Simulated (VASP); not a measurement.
The system is CO.

```
C O
1.0
     5.76378    0.00000    0.00000
     0.00000    5.76378    0.00000
     0.00000    0.00000    5.76378
C O
4 4
Direct
  0.96395 0.96395 0.96395
  0.53605 0.03605 0.46395
  0.46395 0.53605 0.03605
  0.03605 0.46395 0.53605
  0.07761 0.07761 0.07761
  0.42239 0.92239 0.57761
  0.57761 0.42239 0.92239
  0.92239 0.57761 0.42239
```

- Program: VASP 6.6.1
- Task: relaxation of cell and atoms
- Functional: PBE
- Potentials or basis: VASP PAW PBE potentials, release 64 (C, O)
- Cutoff: 600 eV
- k mesh: 4 × 4 × 4
- Occupations: gaussian, width 0.02 eV
- Spin: no spin polarisation

At the start: pressure 1.3 GPa; volume 23.93 Å³/atom.

Q: How do energy, volume and symmetry change on relaxing?

A: Over 9 steps the energy falls by 2.5 meV/atom and the volume is 25.15 Å³/atom (+5.1 %); space group P2_13 (No. 198, to 0.1 Å) before and after.

The path:
```tsv
step	energy change (eV)	largest force (eV/Å)	pressure (GPa)	volume (Å³)
1	0.0000	0.9217	1.30	191.48
2	1.5484	7.5951	-10.00	196.91
3	-0.0145	0.1083	0.00	191.92
4	-0.0147	0.0230	0.11	191.88
5	-0.0147	0.0066	0.13	191.87
6	-0.0151	0.0071	0.12	192.29
7	-0.0161	0.0077	0.11	193.55
8	-0.0177	0.0067	0.09	196.08
9	-0.0200	0.0056	0.06	201.22
```

Final structure:
```yaml
crystal:
  lattice:
    - [5.85994, 0.00000, 0.00000]
    - [0.00000, 5.85994, 0.00000]
    - [0.00000, 0.00000, 5.85994]
  atoms:
    - { symbol: C, position: [0.96456, 0.96456, 0.96456] }
    - { symbol: C, position: [0.53544, 0.03544, 0.46456] }
    - { symbol: C, position: [0.46456, 0.53544, 0.03544] }
    - { symbol: C, position: [0.03544, 0.46456, 0.53544] }
    - { symbol: O, position: [0.07714, 0.07714, 0.07714] }
    - { symbol: O, position: [0.42286, 0.92286, 0.57714] }
    - { symbol: O, position: [0.57714, 0.42286, 0.92286] }
    - { symbol: O, position: [0.92286, 0.57714, 0.42286] }
```

Caveat: this functional lacks dispersion, which holds the molecules together, so the pressure and a relaxed volume are unreliable.
